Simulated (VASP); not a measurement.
Set up this calculation in VASP 6.6.1, as the native input.

* Task: single point
* Functional: PBEsol-based screened hybrid
* Potentials or basis: VASP PAW PBE potentials, release 64 (Mg)
* Cutoff: 520 eV
* k mesh: 5 × 5 × 3
* Occupations: fermi-dirac, width 0.05 eV
* Spin: no spin polarisation
* Dipole correction: no
* Grid for exact exchange (PRECFOCK): Normal
* Share of exact exchange: 0.25
* Further INCAR settings: ALGO = Normal; EDIFF = 1e-07; NBANDS = 9
* Screening parameter: 0.207 1/Å

Mg:

```xyz
2
Lattice="3.2306 0.0000 0.0000 -1.6153 2.7977 0.0000 0.0000 0.0000 5.2448" Properties=species:S:1:pos:R:3 pbc="T T T"
Mg    1.6153    0.9326    3.9336
Mg    0.0000    1.8652    1.3112
```

The input as run:

POSCAR

```
Mg
1.0
    3.2305542618      0.0000000000      0.0000000000
   -1.6152771309      2.7977420591      0.0000000000
    0.0000000000      0.0000000000      5.2448063036
Mg
2
Direct
    0.6666666667      0.3333333333      0.7500000000
    0.3333333333      0.6666666667      0.2500000000
```

INCAR.step1

```
ALGO     = Normal         # electronic algorithm
EDIFF    = 1E-5           # SCF threshold, eV
ENCUT    = 520            # plane-wave cutoff, eV
GGA      = PE             # functional
ISIF     = 2              # what is computed and relaxed
ISMEAR   = -1             # smearing method
LASPH    = T              # aspherical terms in the spheres
LCHARG   = F              # write CHGCAR
LREAL    = F              # projectors in reciprocal space
LWAVE    = T              # write WAVECAR
NBANDS   = 9              # bands
NELM     = 80             # most SCF steps
PREC     = Accurate       # precision mode
SIGMA    = 0.05           # smearing width, eV
```

INCAR.step2

```
AEXX     = 0.25           # exact-exchange fraction
ALGO     = Normal         # electronic algorithm
EDIFF    = 1E-7           # SCF threshold, eV
ENCUT    = 520            # plane-wave cutoff, eV
GGA      = PS             # functional
HFSCREEN = 0.207          # screening, 1/A
ISIF     = 2              # what is computed and relaxed
ISMEAR   = -1             # smearing method
ISTART   = 1            
LASPH    = T              # aspherical terms in the spheres
LCHARG   = F              # write CHGCAR
LHFCALC  = T              # exact exchange
LREAL    = F              # projectors in reciprocal space
LWAVE    = F              # write WAVECAR
NBANDS   = 9              # bands
NELM     = 80             # most SCF steps
PREC     = Accurate       # precision mode
PRECFOCK = Normal       
SIGMA    = 0.05           # smearing width, eV
```

KPOINTS

```
k-points
0
Gamma
  5 5 3
```

Potentials or basis: VASP PAW PBE potentials, release 64 (Mg).

Run with:

```sh
$ cat potpaw_PBE.64/Mg/POTCAR > POTCAR
$ cp INCAR.step1 INCAR
$ mpirun -np 1 vasp_std > vasp.out
$ cp INCAR.step2 INCAR
$ mpirun -np 1 vasp_std > vasp.out
```

Results of the run:

The pressure is -1.8 GPa. The band gap on the k mesh is zero (band 2 reaches 3.02 eV, above the bottom of band 3 at 0.99 eV).

Caveat: the k points lie up to 0.45 Å⁻¹ apart; the PAW data sets were made with another functional, which shifts forces and pressure a little.

Wall time 99 s on 1 thread of Intel(R) Xeon(R) Platinum 8488C (Sapphire Rapids), on a shared host, peak memory 0.25 GiB.
